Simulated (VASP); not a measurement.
A run of VASP 6.6.1 is set up as follows.

INCAR

```
SYSTEM = ZnS
ALGO = Normal ; EDIFF = 1E-7
ENCUT = 520 ; GGA = PE
ISIF = 2 ; ISMEAR = -1
LASPH = .True. ; LCHARG = .True.
LELF = .True. ; LREAL = .False.
LVHAR = .True. ; LWAVE = .False.
NBANDS = 26 ; NELM = 80
PREC = Accurate ; SIGMA = 0.03
```

File KPOINTS:

```
k-points
0
Gamma
  8 8 5
  0 0 0
```

File POSCAR:

```
ZnS
1.0
    3.7728887938      0.0000000000      0.0000000000
   -1.8864443969      3.2674175410      0.0000000000
    0.0000000000      0.0000000000      6.2340000000
Zn S
2 2
Direct
    0.3333333333      0.6666666667      0.0000000000
    0.6666666667      0.3333333333      0.5000000000
    0.3333333333      0.6666666667      0.3850000000
    0.6666666667      0.3333333333      0.8850000000
```

Potentials or basis: VASP PAW PBE potentials, release 64 (Zn, S).

Command:

```bash
$ cat potpaw_PBE.64/Zn/POTCAR potpaw_PBE.64/S/POTCAR > POTCAR
$ mpirun -np 1 vasp_std > vasp.out
```

**Question.** Estimate the pressure.

**Answer.** 4.3 GPa.

**Question.** Predict the largest force.

**Answer.** 0.405 eV/Å.

Stress tensor (GPa, compression positive):
```
5.54 0.00 0.00
0.00 5.54 0.00
0.00 0.00 1.78
```

Caveat: the cell differs from its parent crystal (equal xx and yy strain of -1 %).
